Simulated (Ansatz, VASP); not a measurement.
# Co: VASP beside Ansatz

File INCAR:

```
PREC = Accurate
ENCUT = 520
EDIFF = 1E-7
ISMEAR = -1
SIGMA = 0.1
LREAL = F
LASPH = T
NELM = 150
ALGO = Normal
ISIF = 2
LWAVE = F
LCHARG = T
ISPIN = 2
MAGMOM = 3.2 3.2
LORBIT = 11
LMAXMIX = 4
GGA = PE
LELF = T
LVHAR = T
NBANDS = 20
```

KPOINTS

```
Automatic mesh
0
Gamma
  13 13 7
```

File POSCAR:

```
Co
1.0
    2.5883391615      0.0000000000      0.0000000000
   -1.2941695807      2.2415674701      0.0000000000
    0.0000000000      0.0000000000      4.2012768419
Co
2
Direct
    0.3333333333      0.6666666667      0.2500000000
    0.6666666667      0.3333333333      0.7500000000
```

Input for Ansatz:

```yaml
crystal:
  lattice:
    - [2.5883391614952953, 0.0, 0.0]
    - [-1.2941695807476477, 2.24156747009828, 0.0]
    - [0.0, 0.0, 4.201276841895869]
  atoms:
    - { symbol: Co, position: [0.3333333333333333, 0.6666666666666666, 0.25], spin: 3.2 }
    - { symbol: Co, position: [0.6666666666666666, 0.3333333333333333, 0.75], spin: 3.2 }
basis:
  ecutwfc: 500.0
kpoints:
  mp_grid:
    grid: [13, 13, 7]
hamiltonian:
  pseudopotentials:
    kind: paw
magnetization:
  spin_polarized: true
scf:
  convergence:
    dr2_threshold: 1.0e-09
  occupations:
    method: fermi_dirac
    width: 0.1
output:
  stress: true
```

Alike in both runs: task single point; functional PBE; k mesh 13 × 13 × 7; occupations fermi-dirac, width 0.1 eV; collinear spin.

```csv
,VASP,Ansatz
version,VASP 6.6.1,Ansatz 0.2.0
potentials or method,"VASP PAW PBE potentials, release 64 (Co), cutoff 520 eV","plane waves, PAW"
valence electrons in the cell,18,34
```

|  | VASP | Ansatz | Ansatz less VASP |
| --- | --- | --- | --- |
| pressure (GPa) | -18.8 | -18.7 | +0.14 |
| traceless stress, the component that is largest in VASP (GPa) | 0.17 | 0.26 | +0.092 |
| net moment per atom (μB) | 1.67 | 1.68 | +0.011 |
| size of the moment on the site where the two differ most (μB) | 1.71 | 1.77 | +0.056 |

Site moments also hang on the region over which each program counts them. VASP's potentials hold 18 valence electrons a cell and Ansatz's 34, so a difference there can come from the potentials and not from the codes. Ansatz's warnings: given moment on shells, stress scf threshold loose.
